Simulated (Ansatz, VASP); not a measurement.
**One calculation of MgS, two programs**

The input INCAR:

```
PREC     = Accurate       # precision mode
ENCUT    = 520            # plane-wave cutoff, eV
EDIFF    = 1E-7           # SCF threshold, eV
ISMEAR   = 0              # smearing method
SIGMA    = 0.05           # smearing width, eV
LREAL    = False          # projectors in reciprocal space
LASPH    = True           # aspherical terms in the spheres
NELM     = 100            # most SCF steps
ALGO     = Normal         # electronic algorithm
ISIF     = 2              # what is computed and relaxed
LWAVE    = False          # write WAVECAR
LCHARG   = False          # write CHGCAR
GGA      = PE             # functional
NBANDS   = 11             # bands
```

The input KPOINTS:

```
regular mesh
0
Gamma
  8 8 8
```

Contents of POSCAR:

```
MgS
1.0
    0.0000000000      2.6016500000      2.6016500000
    2.6016500000      0.0000000000      2.6016500000
    2.6016500000      2.6016500000      0.0000000000
Mg S
1 1
Direct
    0.0000000000      0.0000000000      0.0101921874
    0.5000000000      0.5000000000      0.5000000000
```

Input for Ansatz:

```yaml
crystal:
  lattice:
    - [0.0, 2.60165, 2.60165]
    - [2.60165, 0.0, 2.60165]
    - [2.60165, 2.60165, 0.0]
  atoms:
    - { symbol: Mg, position: [0.0, 0.0, 0.0101921874] }
    - { symbol: S, position: [0.5, 0.5, 0.5] }
basis:
  ecutwfc: 420
kpoints:
  mp_grid: { grid: [8, 8, 8] }
hamiltonian:
  xc: pbe
scf:
  occupations: { method: gaussian, width: 0.05 }
output:
  forces: true
  stress: true
  eigenvalues: true
```

Change from the starting cell: all Mg atoms moved +0.037 Å, as atom 1 along Cartesian [1 1 0].

Alike in both runs: task single point; functional PBE; k mesh 8 × 8 × 8; occupations gaussian, width 0.05 eV; no spin polarisation.

|  | VASP | Ansatz |
| --- | --- | --- |
| version | VASP 6.6.1 | Ansatz 0.2.0 |
| potentials or method | VASP PAW PBE potentials, release 64 (Mg, S), cutoff 520 eV | scalar-relativistic, plane waves, PAW |
| valence electrons in the cell | 8 | 16 |

Ansatz gave:

```
gap on the k mesh at the Fermi level (eV)                     : 2.79
least direct gap on the mesh (eV)                             : 3.72
pressure (GPa)                                                : 1.2
traceless stress, the component that is largest in VASP (GPa) : -0.06
rms of the force components (eV/Å)                            : 0.061
```

Question: Estimate VASP's values.

Answer: gap on the k mesh at the Fermi level (eV): 2.78; least direct gap on the mesh (eV): 3.71; pressure (GPa): 0.9; traceless stress, the component that is largest in VASP (GPa): -0.06; rms of the force components (eV/Å): 0.061.

Atom by atom the forces differ by 0.000 eV/Å (rms over components). The functional is the same, so the differences come from potentials, cutoffs and numerics. VASP's potentials hold 8 valence electrons a cell and Ansatz's 16, so a difference there can come from the potentials and not from the codes.
